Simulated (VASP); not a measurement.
GaGe, 2 atoms in the cell. Symmetry: F-43m, No. 216, cubic system. The conventional cell has a = 5.796 Å, b = 5.796 Å, c = 5.796 Å, α = 90.00°, β = 90.00°, γ = 90.00°. Within 3.3 Å of Ge (site symmetry -43m) lie 4 Ga at 2.51 Å. Ga (site symmetry -43m) has 4 Ge at 2.51 Å within 3.3 Å. 

| Quantity | Value |
| --- | --- |
| Program | VASP 6.6.1 |
| Task | relaxation of cell and atoms |
| Functional | PBE |
| Potentials or basis | VASP PAW PBE potentials, release 64 (Ge_d, Ga_d) |
| Cutoff | 600 eV |
| k mesh | 8 × 8 × 8 |
| Occupations | fermi-dirac, width 0.05 eV |
| Spin | no spin polarisation |
| Target pressure | 10 GPa |
| Dipole correction | no |
| Further INCAR settings | ALGO = Normal; EDIFF = 1e-06; IBRION = 2; EDIFFG = -0.01; NSW = 60; ISIF = 3 |

Potentials or basis: VASP PAW PBE potentials, release 64 (Ge_d, Ga_d).

The run is started by

```console
$ cat potpaw_PBE.64/Ge_d/POTCAR potpaw_PBE.64/Ga_d/POTCAR > POTCAR
$ mpirun -np 1 vasp_std > vasp.out
```

Hardware: 1 thread of Intel(R) Xeon(R) 6975P-C (Granite Rapids) (shared host).

Q: Estimate the wall time of this run.

A: It took 110 s on 1 thread of Intel(R) Xeon(R) 6975P-C (Granite Rapids), with other jobs on the host, peak memory 0.22 GiB. Counts: scf iterations 96, k points 29, ion steps 20.
